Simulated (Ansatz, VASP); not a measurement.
## One calculation of Sr, two programs

INCAR

```
  PREC = Accurate
  ENCUT = 520
  EDIFF = 1E-7
  ISMEAR = 0
  SIGMA = 0.15
  LREAL = F
  LASPH = T
  NELM = 80
  ALGO = Fast
  ISIF = 2
  LWAVE = F
  LCHARG = F
  GGA = PE
  NBANDS = 17
```

The input KPOINTS:

```
Automatic mesh
0
Gamma
  15 15 8
```

Contents of POSCAR:

```
Sr
1.0
    4.5255002317      0.0000000000      0.0000000000
   -2.2627501159      3.9191981655      0.0000000000
    0.0000000000      0.0000000000      7.4025000000
Sr
2
Direct
    0.3333333333      0.6666666667      0.2500000000
    0.6666666667      0.3333333333      0.7500000000
```

Input for Ansatz:

```yaml
crystal:
  lattice:
    - [4.5255002317, 0.0, 0.0]
    - [-2.2627501159, 3.9191981655, 0.0]
    - [0.0, 0.0, 7.4025]
  atoms:
    - { symbol: Sr, position: [0.3333333333, 0.6666666667, 0.25] }
    - { symbol: Sr, position: [0.6666666667, 0.3333333333, 0.75] }
basis:
  ecutwfc: 420
kpoints:
  mp_grid: { grid: [15, 15, 8] }
hamiltonian:
  xc: pbe
scf:
  occupations: { method: gaussian, width: 0.15 }
output:
  forces: true
  stress: true
  eigenvalues: true
```

Change from the starting cell: strain +0.050 along x and y, +0.050 along z, atoms carried along.

Alike in both runs: task single point; functional PBE; k mesh 15 × 15 × 8; occupations gaussian, width 0.15 eV; no spin polarisation.

|  | VASP | Ansatz |
| --- | --- | --- |
| version | VASP 6.6.1 | Ansatz 0.2.0 |
| potentials or method | VASP PAW PBE potentials, release 64 (Sr_sv), cutoff 520 eV | scalar-relativistic, plane waves, PAW |
| valence electrons in the cell | 20 | 20 |

```tsv
	VASP	Ansatz	Ansatz less VASP
gap on the k mesh at the Fermi level (eV)	none	none	-
pressure (GPa)	-1.5	-1.5	0.00
```

A gap of «none» marks a metal or a gap that the smearing closes. The functional is the same, so the differences come from potentials, cutoffs and numerics.
